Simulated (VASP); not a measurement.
**Al2O3: relaxation of cell and atoms with PBEsol**

The system is Al2O3.

```
CELL_PARAMETERS angstrom
2.38025 1.37424 4.33187
-2.38025 1.37424 4.33187
0.00000 -2.74848 4.33187
ATOMIC_POSITIONS crystal
Al 0.85216 0.85216 0.85216
Al 0.64784 0.64784 0.64784
Al 0.14784 0.14784 0.14784
Al 0.35216 0.35216 0.35216
O 0.05668 0.75000 0.44332
O 0.75000 0.44332 0.05668
O 0.44332 0.05668 0.75000
O 0.94332 0.25000 0.55668
O 0.25000 0.55668 0.94332
O 0.55668 0.94332 0.25000
```

- Program: VASP 6.6.1
- Task: relaxation of cell and atoms
- Functional: PBEsol
- Potentials or basis: VASP PAW PBE potentials, release 64 (Al, O)
- Cutoff: 600 eV
- k mesh: 7 × 7 × 7
- Occupations: fermi-dirac, width 0.05 eV
- Spin: no spin polarisation
- Dipole correction: no
- Further INCAR settings: ALGO = Normal; EDIFF = 1e-07; IBRION = 2; EDIFFG = -0.01; NSW = 60; ISIF = 3

```yaml
Relaxed_volume: 8.55 Å³/atom
Relaxed_cell: a = 5.138 Å, b = 5.138 Å, c = 5.138 Å, α = 55.35°, β = 55.35°, γ = 55.35°
Space_group_after_relaxing_to_0.1_Å: R-3c (No. 167)
Energy_gained_by_relaxing: 0.4 meV/atom
Ionic_steps: 4
Pressure_after_relaxing: 0.0 GPa
Largest_force_after_relaxing: 0.010 eV/Å
Band_gap_on_the_k_mesh: 6.06 eV
```

Forces in eV/Å, atoms in the order of the input:
```
Al   0.000  0.000  0.010
Al   0.000  0.000 -0.010
Al   0.000  0.000 -0.010
Al   0.000  0.000  0.010
O    0.002  0.004  0.000
O    0.002 -0.004  0.000
O   -0.005  0.000  0.000
O   -0.002 -0.004  0.000
O   -0.002  0.004  0.000
O    0.005  0.000  0.000
```

Step by step:
```
step  energy change (eV)  largest force (eV/Å)  pressure (GPa)  volume (Å³)
   1              0.0000                0.0888            1.50        85.02
   2             -0.0019                0.0280           -1.29        86.00
   3             -0.0036                0.0358           -0.17        85.60
   4             -0.0038                0.0099            0.04        85.53
```

Final structure:
```
Al O
1.0
     2.38616    1.37765    4.33645
    -2.38616    1.37765    4.33645
     0.00000   -2.75529    4.33645
Al O
4 6
Direct
  0.85203 0.85203 0.85203
  0.64797 0.64797 0.64797
  0.14797 0.14797 0.14797
  0.35203 0.35203 0.35203
  0.05578 0.75000 0.44422
  0.75000 0.44422 0.05578
  0.44422 0.05578 0.75000
  0.94422 0.25000 0.55578
  0.25000 0.55578 0.94422
  0.55578 0.94422 0.25000
```

Levels at points of the mesh, in eV from the valence-band top:
```
           k point  band 22  band 23  band 24  band 25  band 26  band 27
(0.00, 0.00, 0.00)    -0.04    -0.04     0.00     6.06     8.92    10.61
```

It took 3.4 min on 1 thread of Intel(R) Xeon(R) 6975P-C (Granite Rapids) (shared host), peak memory 0.32 GiB.

Caveat: the PAW data sets were made with another functional, which shifts forces and pressure a little. Zero-point motion and thermal expansion aren't in these numbers.
